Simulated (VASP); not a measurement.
Write the native input for VASP 6.6.1 that does the following.

- Task: single point
- Functional: HSE06
- Potentials or basis: VASP PAW PBE potentials, release 64 (Si)
- Cutoff: 520 eV
- k mesh: 6 × 6 × 6
- Occupations: gaussian, width 0.01 eV
- Spin: no spin polarisation
- Dipole correction: no
- Grid for exact exchange (PRECFOCK): Normal
- Further INCAR settings: ALGO = Normal; EDIFF = 1e-07; NBANDS = 11
- Share of exact exchange: 0.25
- Screening parameter: 0.2079 1/Å

Crystal: Si.

```
CELL_PARAMETERS angstrom
0.00000 2.72212 2.72212
2.72212 0.00000 2.72212
2.72212 2.72212 0.00000
ATOMIC_POSITIONS crystal
Si 0.25000 0.25000 0.25000
Si 0.00000 0.00000 0.00000
```

These files were run (other wordings do the same):

POSCAR

```
Si
1.0
    0.0000000000      2.7221197377      2.7221197377
    2.7221197377      0.0000000000      2.7221197377
    2.7221197377      2.7221197377      0.0000000000
Si
2
Direct
    0.2500000000      0.2500000000      0.2500000000
    0.0000000000      0.0000000000      0.0000000000
```

INCAR.step1

```
SYSTEM = Si
PREC = Accurate
ENCUT = 520
EDIFF = 1E-5
ISMEAR = 0
SIGMA = 0.01
LREAL = .False.
LASPH = .True.
NELM = 60
ALGO = Normal
ISIF = 2
LWAVE = .True.
GGA = PE
NBANDS = 11
```

INCAR.step2

```
SYSTEM = Si
PREC = Accurate
ENCUT = 520
EDIFF = 1E-7
ISMEAR = 0
SIGMA = 0.01
LREAL = .False.
LASPH = .True.
NELM = 60
ALGO = Normal
ISIF = 2
LWAVE = .False.
LCHARG = .True.
GGA = PE
LHFCALC = .True.
HFSCREEN = 0.2079
PRECFOCK = Normal
LELF = .True.
LVHAR = .True.
ISTART = 1
NBANDS = 11
```

KPOINTS

```
Automatic mesh
0
Gamma
  6 6 6
  0 0 0
```

Potentials or basis: VASP PAW PBE potentials, release 64 (Si).

Launch:

```console
$ cat potpaw_PBE.64/Si/POTCAR > POTCAR
$ cp INCAR.step1 INCAR
$ mpirun -np 1 vasp_std > vasp.out
$ cp INCAR.step2 INCAR
$ mpirun -np 1 vasp_std > vasp.out
```

It gave:

```yaml
Pressure: -0.5 GPa
Band_gap_on_the_k_mesh: 1.31 eV (least direct gap 3.32 eV)
```

Caveat: the PAW data sets were made with another functional, which shifts forces and pressure a little.

Wall time 24 min on 1 thread of Intel Xeon 8259CL (shared host), peak memory 0.27 GiB.
